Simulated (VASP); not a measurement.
# GaN (scanat) (P6_3mc) in VASP: single point with r2SCAN

Aim: the single point of GaN (scanat) with r2SCAN.

Everything below comes from runs of VASP 6.6.1. Logs are shortened: lines on timing, memory, paths and dates and some standing lists are left out, and cuts for length are marked.

## 1. The cell of the first run

It takes space group P6_3mc (No. 186, hexagonal). Conventional cell: a = 3.183 Å, b = 3.183 Å, c = 5.185 Å, α = 90.00°, β = 90.00°, γ = 120.00°. Ga (site symmetry 3m) has 4 N at 1.95 Å within 2.6 Å. N (site symmetry 3m) has 4 Ga at 1.95 Å within 2.6 Å.

## 2. Single point, r2SCAN

File POSCAR:

```
GaN
1.0
    3.1826970570      0.0000000000      0.0000000000
   -1.5913485285      2.7562965039      0.0000000000
    0.0000000000      0.0000000000      5.1852801935
Ga N
2 2
Direct
    0.6666666667      0.3333333333      0.4991862216
    0.3333333333      0.6666666667      0.9991862216
    0.6666666667      0.3333333333      0.8758137784
    0.3333333333      0.6666666667      0.3758137784
```

File INCAR.step1:

```
SYSTEM = GaN
ALGO = Normal
EDIFF = 1E-5
ENCUT = 660
GGA = PE
GGA_COMPAT = .FALSE.
ISMEAR = 0
LASPH = .TRUE.
LCHARG = .FALSE.
LREAL = .FALSE.
LWAVE = .TRUE.
NBANDS = 26
NELM = 120
PREC = Accurate
SIGMA = 0.02
```

File INCAR.step2:

```
SYSTEM = GaN
ALGO = Normal
EDIFF = 1E-6
ENCUT = 660
GGA_COMPAT = .FALSE.
ISIF = 2
ISMEAR = 0
ISTART = 1
LASPH = .TRUE.
LCHARG = .FALSE.
LMIXTAU = .TRUE.
LREAL = .FALSE.
LWAVE = .FALSE.
METAGGA = R2SCAN
NBANDS = 26
NELM = 120
PREC = Accurate
SIGMA = 0.02
```

File KPOINTS:

```
k-points
0
G
  12 12 6
  0 0 0
```

Potentials or basis: VASP PAW PBE potentials, release 64 (Ga_d, N).

Launch:

```bash
> cat potpaw_PBE.64/Ga_d/POTCAR potpaw_PBE.64/N/POTCAR > POTCAR
> cp INCAR.step1 INCAR
> mpirun -np 1 vasp_std > vasp.out
> cp INCAR.step2 INCAR
> mpirun -np 1 vasp_std > vasp.out
```

OUTCAR:

```text
SYSTEM = GaN
   EDIFF = 1E-6
   ENCUT = 660
   ISIF = 2
   ISMEAR = 0
   ISTART = 1
   LASPH = .TRUE.
   LREAL = .FALSE.
   METAGGA = R2SCAN
   NELM = 120
   PREC = Accurate

 ion  position               nearest neighbor table
   1  0.667  0.333  0.499-   4 1.95   4 1.95   4 1.95   3 1.95
   2  0.333  0.667  0.999-   3 1.95   3 1.95   3 1.95   4 1.95
   3  0.667  0.333  0.876-   2 1.95   2 1.95   2 1.95   1 1.95
   4  0.333  0.667  0.376-   1 1.95   1 1.95   1 1.95   2 1.95

  LATTYP: Found a hexagonal cell.
 ALAT       =     3.1826970570
 C/A-ratio  =     1.6292094725

  Lattice vectors:

 A1 = (   3.1826970570,   0.0000000000,   0.0000000000)
 A2 = (  -1.5913485285,   2.7562965039,   0.0000000000)
 A3 = (   0.0000000000,   0.0000000000,   5.1852801935)

Analysis of symmetry for initial positions (statically):
=====================================================================
 Subroutine PRICEL returns:
 Original cell was already a primitive cell.

 Routine SETGRP: Setting up the symmetry group for a
 hexagonal supercell.

 Subroutine GETGRP returns: Found 12 space group operations
 (whereof  6 operations were pure point group operations)
 out of a pool of 24 trial point group operations.

The static configuration has the point symmetry C_3v.
 The point group associated with its full space group is C_6v.

Analysis of symmetry for dynamics (positions and initial velocities):
=====================================================================
 Subroutine PRICEL returns:
 Original cell was already a primitive cell.

 Routine SETGRP: Setting up the symmetry group for a
 hexagonal supercell.

 Subroutine GETGRP returns: Found 12 space group operations
 (whereof  6 operations were pure point group operations)
 out of a pool of 24 trial point group operations.

The dynamic configuration has the point symmetry C_3v.
 The point group associated with its full space group is C_6v.

 Subroutine INISYM returns: Found 12 space group operations
 (whereof  6 operations are pure point group operations),
 and found     1 'primitive' translations

----------------------------------------------------------------------------------------

                                     Primitive cell

  volume of cell :      45.4876

  direct lattice vectors                    reciprocal lattice vectors
     3.182697057  0.000000000  0.000000000     0.314198927  0.181402835  0.000000000
    -1.591348528  2.756296504  0.000000000     0.000000000  0.362805670  0.000000000
     0.000000000  0.000000000  5.185280193     0.000000000  0.000000000  0.192853609

  length of vectors
     3.182697057  3.182697057  5.185280193     0.362805670  0.362805670  0.192853609

  position of ions in fractional coordinates (direct lattice)
     0.666666667  0.333333333  0.499186222
     0.333333333  0.666666667  0.999186222
     0.666666667  0.333333333  0.875813778
     0.333333333  0.666666667  0.375813778

  ion indices of the primitive-cell ions
   primitive index   ion index
                 1           1
                 2           2
                 3           3
                 4           4

----------------------------------------------------------------------------------------

 KPOINTS: k-points

Automatic generation of k-mesh.
 Grid dimensions read from file:
 generate k-points for:   12   12    6

 Generating k-lattice:

  Cartesian coordinates                     Fractional coordinates (reciprocal lattice)
     0.026183244  0.015116903  0.000000000     0.083333333  0.000000000  0.000000000
     0.000000000  0.030233806  0.000000000     0.000000000  0.083333333  0.000000000
     0.000000000  0.000000000  0.032142268     0.000000000  0.000000000  0.166666667

  Length of vectors
     0.030233806  0.030233806  0.032142268

  Shift w.r.t. Gamma in fractional coordinates (k-lattice)
     0.000000000  0.000000000  0.000000000

 Subroutine IBZKPT returns following result:
 ===========================================

 Found     76 irreducible k-points:

 Following reciprocal coordinates:
            Coordinates               Weight
  0.000000  0.000000  0.000000      1.000000
  0.083333 -0.000000  0.000000      6.000000
  0.166667 -0.000000  0.000000      6.000000
  0.250000 -0.000000  0.000000      6.000000
  0.333333 -0.000000  0.000000      6.000000
  0.416667 -0.000000  0.000000      6.000000
[... 16 lines left out ...]
  0.250000 -0.000000  0.166667     12.000000
  0.333333 -0.000000  0.166667     12.000000
 [... further k-points ...]
   k-points           NKPTS =     76   k-points in BZ     NKDIM =     76   number of bands    NBANDS=     26
   number of dos      NEDOS =    301   number of ions     NIONS =      4
   total plane-waves  NPLWV =  37632
   dimension x,y,z NGX =    28 NGY =   28 NGZ =   48
   dimension x,y,z NGXF=    56 NGYF=   56 NGZF=   96
   ions per type =               2   2
   NGX,Y,Z   is equivalent  to a cutoff of  14.63, 14.63, 15.39 a.u.
   NGXF,Y,Z  is equivalent  to a cutoff of  29.25, 29.25, 30.78 a.u.
 SYSTEM =  GaN
   PREC   = accura    normal or accurate (medium, high low for compatibility)
   ISTART =      1    job   : 0-new  1-cont  2-samecut
   ICHARG =      0    charge: 1-file 2-atom 10-const
   ISPIN  =      1    spin polarized calculation?
   LNONCOLLINEAR =      F non collinear calculations
   LSORBIT =      F    spin-orbit coupling
   LASPH  =      T    aspherical Exc in radial PAW
   ENCUT  =  660.0 eV  48.51 Ry    6.96 a.u.   6.67  6.67 10.86*2*pi/ulx,y,z
   NELM   =    120;   NELMIN=  2; NELMDL=  0     # of ELM steps
   EDIFF  = 0.1E-05   stopping-criterion for ELM
   LREAL  =      F    real-space projection
   EDIFFG = 0.1E-04   stopping-criterion for IOM
   NSW    =      0    number of steps for IOM
   IBRION =     -1    ionic relax: 0-MD 1-quasi-New 2-CG
   NFREE  =      0    steps in history (QN), initial steepest desc. (CG)
   ISIF   =      2    stress and relaxation
   ISYM   =      2    0-nonsym 1-usesym 2-fastsym
   POTIM  = 0.5000    time-step for ionic-motion
   TEBEG  =    0.0;   TEEND  =   0.0 temperature during run
   PSTRESS=    0.0 pullay stress
   NELECT =      36.0000    total number of electrons
   NUPDOWN=      -1.0000    fix difference up-down
   EMIN   =  10.00;   EMAX   =-10.00  energy-range for DOS
   EFERMI =   0.00;   METHOD = LEGACY
   ISMEAR =     0;   SIGMA  =   0.02  broadening in eV -4-tet -1-fermi 0-gaus
   EFERMI_NEDOS =   21; number of points for ismear=-14 and -15
   IALGO  =     38    algorithm
   IMIX   =      4    mixing-type and parameters
     AMIX     =   0.40;   BMIX     =  1.00
     AMIX_MAG =   1.60;   BMIX_MAG =  1.00
  volume/ion in A,a.u.               =      11.37        76.74
  Fermi-wavevector in a.u.,A,eV,Ry     =   1.514297  2.861607 31.199473  2.293097
  Thomas-Fermi vector in A             =   2.623974
   LORBIT       =      0    0 simple, 1 ext, 2 COOP (PROOUT), +10 PAW based schemes
   METAGGA = R2SCAN    functional components
   LHFCALC =     F    Hartree Fock is set to
   AEXX    =    0.0000 exact exchange contribution
   IVDW    =     0    specifies the selected vdW correction
   LEPSILON=     F    determine dielectric tensor
   LRPA    =     F    only Hartree local field effects (RPA)
 non-spin polarized calculation
 Gauss-broadening in eV      SIGMA  =   0.02
  energy-cutoff  :      660.00
  volume of cell :       45.49
 maximum number of plane-waves:      1774
 NGX is ok and might be reduce to    28
   NGX = 13   NGY = 13   NGZ = 21

 number of electron      36.0000004 magnetization

 Free energy of the ion-electron system (eV)
  ---------------------------------------------------
  ext. energy  EPLUGINS =         0.00000000
  ---------------------------------------------------
  free energy    TOTEN  =       -43.82208466 eV

  energy without entropy =      -43.82208466  energy(sigma->0) =      -43.82208466

 E-fermi :   5.2761     XC(G=0): -12.6633

 val. band max:        5.1020612547   @ k =   0.0000   0.0000   0.0000
 cond. band min:       7.4430505787   @ k =   0.0000   0.0000   0.0000
 fundamental gap:      2.3409893240
 Fermi energy:         5.2760821250

 k-point     1 :       0.0000    0.0000    0.0000
  band No.  band energies     occupation
      1     -11.7117      2.00000
      2     -10.7058      2.00000
      3      -8.7296      2.00000
      4      -8.7138      2.00000
      5      -8.7138      2.00000
      6      -8.6454      2.00000
[... 18 lines left out ...]
     25      17.5910      0.00000
     26      17.5910      0.00000

 k-point     2 :       0.0833   -0.0000    0.0000
  band No.  band energies     occupation
      1     -11.6423      2.00000
      2     -10.6854      2.00000
      3      -8.7231      2.00000
      4      -8.7032      2.00000
      5      -8.6904      2.00000
      6      -8.6369      2.00000
[... 18 lines left out ...]
     25      17.2314      0.00000
     26      17.7566      0.00000

 k-point     3 :       0.1667   -0.0000    0.0000
  band No.  band energies     occupation
      1     -11.4516      2.00000
      2     -10.6342      2.00000
      3      -8.6978      2.00000
      4      -8.6770      2.00000
      5      -8.6289      2.00000
      6      -8.5978      2.00000
[... 18 lines left out ...]
     25      17.2575      0.00000
     26      18.1407      0.00000

 k-point     4 :       0.2500   -0.0000    0.0000
  band No.  band energies     occupation
      1     -11.1929      2.00000
      2     -10.5755      2.00000
      3      -8.6701      2.00000
      4      -8.6497      2.00000
      5      -8.5771      2.00000
      6      -8.5387      2.00000
[... 18 lines left out ...]
     25      17.2890      0.00000
     26      18.6644      0.00000
[... 496 lines left out ...]
      1     -11.3801      2.00000
      2     -10.6652      2.00000
      3      -8.6926      2.00000
      4      -8.6730      2.00000
      5      -8.6287      2.00000
      6      -8.5992      2.00000
[... 18 lines left out ...]
     25      16.8667      0.00000
     26      17.9181      0.00000

 k-point    23 :       0.2500   -0.0000    0.1667
  band No.  band energies     occupation
      1     -11.1340      2.00000
      2     -10.5959      2.00000
      3      -8.6692      2.00000
      4      -8.6428      2.00000
      5      -8.5895      2.00000
      6      -8.5465      2.00000
[... 18 lines left out ...]
     25      16.9943      0.00000
     26      18.4910      0.00000

 k-point    24 :       0.3333   -0.0000    0.1667
  band No.  band energies     occupation
      1     -10.9021      2.00000
      2     -10.5417      2.00000
      3      -8.6570      2.00000
      4      -8.6235      2.00000
      5      -8.5570      2.00000
      6      -8.4959      2.00000
[... 18 lines left out ...]
     25      17.2380      0.00000
     26      19.0321      0.00000

 [... further k-points ...]

------------------------ aborting loop because EDIFF is reached ----------------------------------------

  FORCE on cell =-STRESS in cart. coord.  units (eV):
  Direction    XX          YY          ZZ          XY          YZ          ZX
  --------------------------------------------------------------------------------------
  -------------------------------------------------------------------------------------
  Total        0.3034438      0.3034438      0.2870273      0.0000000      0.0000000      0.0000000
  in kB       10.6879735     10.6879735     10.1097467      0.0000000      0.0000000      0.0000000
  external PRESSURE =      10.4952312 kB  Pullay stress =       0.0000000 kB

 VOLUME and BASIS-vectors are now :
 -----------------------------------------------------------------------------
  energy-cutoff  :      660.00
  volume of cell :       45.49
      direct lattice vectors                 reciprocal lattice vectors
     3.182697057  0.000000000  0.000000000     0.314198927  0.181402835  0.000000000
    -1.591348528  2.756296504  0.000000000     0.000000000  0.362805670  0.000000000
     0.000000000  0.000000000  5.185280193     0.000000000  0.000000000  0.192853609

 POSITION                                       TOTAL-FORCE (eV/Angst)
 -----------------------------------------------------------------------------------
      1.59135      0.91877      2.58842        -0.000000     -0.000000     -0.002139
     -0.00000      1.83753      5.18106         0.000000      0.000000     -0.002139
      1.59135      0.91877      4.54134         0.000000     -0.000000      0.002139
     -0.00000      1.83753      1.94870         0.000000     -0.000000      0.002139
 -----------------------------------------------------------------------------------
    total drift:                                0.000001      0.000001     -0.001328

  FREE ENERGIE OF THE ION-ELECTRON SYSTEM (eV)
  ---------------------------------------------------
  free  energy   TOTEN  =       -43.8220846623 eV

  energy  without entropy=      -43.8220846623  energy(sigma->0) =      -43.82208466
```

Run time: 19 min. Hardware: 1 thread of AMD EPYC, shared host; peak memory 0.24 GiB.

What came out:

| Item | Value |
| --- | --- |
| Free energy | -43.8221 eV |
| Pressure | 1.0 GPa |
| Band gap on the k mesh | 2.34 eV, direct |

Forces in eV/Å, atoms in the order of the input:
```
Ga   0.000  0.000 -0.002
Ga   0.000  0.000 -0.002
N    0.000  0.000  0.002
N    0.000  0.000  0.002
```

Levels at points of the mesh, in eV from the valence-band top:
```
           k point  band 15  band 16  band 17  band 18  band 19  band 20  band 21  band 22
(0.00, 0.00, 0.00)    -1.07    -0.04     0.00     0.00     2.34     4.82     9.95    10.59
(0.50, 0.00, 0.00)    -4.30    -2.83    -2.24    -1.03     5.58     6.12     6.54     9.35
(0.00, 0.00, 0.50)    -0.55    -0.55    -0.55    -0.55     4.77     4.77     9.18     9.18
(0.50, 0.00, 0.50)    -2.01    -2.01    -1.96    -1.96     4.89     4.89     8.42     8.42
```

Caveat: the PAW data sets were made with another functional, which shifts forces and pressure a little. r2SCAN opens gaps a little over a GGA but as a rule still falls short of measured ones.
